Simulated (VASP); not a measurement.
Input of a VASP 6.6.1 run:

Contents of INCAR:

```
ALGO     = Normal         # electronic algorithm
EDIFF    = 1E-6           # SCF threshold, eV
ENCUT    = 520            # plane-wave cutoff, eV
GGA      = PE             # functional
ISIF     = 2              # what is computed and relaxed
ISMEAR   = 0              # smearing method
LASPH    = True           # aspherical terms in the spheres
LCHARG   = False          # write CHGCAR
LREAL    = False          # projectors in reciprocal space
LWAVE    = False          # write WAVECAR
NBANDS   = 26             # bands
NELM     = 80             # most SCF steps
PREC     = Accurate       # precision mode
SIGMA    = 0.05           # smearing width, eV
```

Contents of KPOINTS:

```
k-points
0
Gamma
  12 12 4
```

File POSCAR:

```
CdSe
1.0
    4.1640828394      0.0000000000      0.0000000000
   -2.0820414197      3.6062015224      0.0000000000
    0.0000000000      0.0000000000      7.4754128114
Cd Se
2 2
Direct
    0.6666666667      0.3333333333      0.0000000000
    0.3333333333      0.6666666667      0.5000000000
    0.6666666667      0.3333333333      0.3750000000
    0.3333333333      0.6666666667      0.8750000000
```

Potentials or basis: VASP PAW PBE potentials, release 64 (Cd, Se).

Command:

```bash
$ cat potpaw_PBE.64/Cd/POTCAR potpaw_PBE.64/Se/POTCAR > POTCAR
$ mpirun -np 1 vasp_std > vasp.out
```

**Question.** Estimate the pressure.

**Answer.** 4.1 GPa.

**Question.** Predict the largest force.

**Answer.** 0.580 eV/Å.

Forces in eV/Å, atoms in the order of the input:
```
Cd   0.000  0.000  0.580
Cd   0.000  0.000  0.580
Se   0.000  0.000 -0.580
Se   0.000  0.000 -0.580
```

Caveat: the stress differs along the axes, from -1 to 7 GPa.
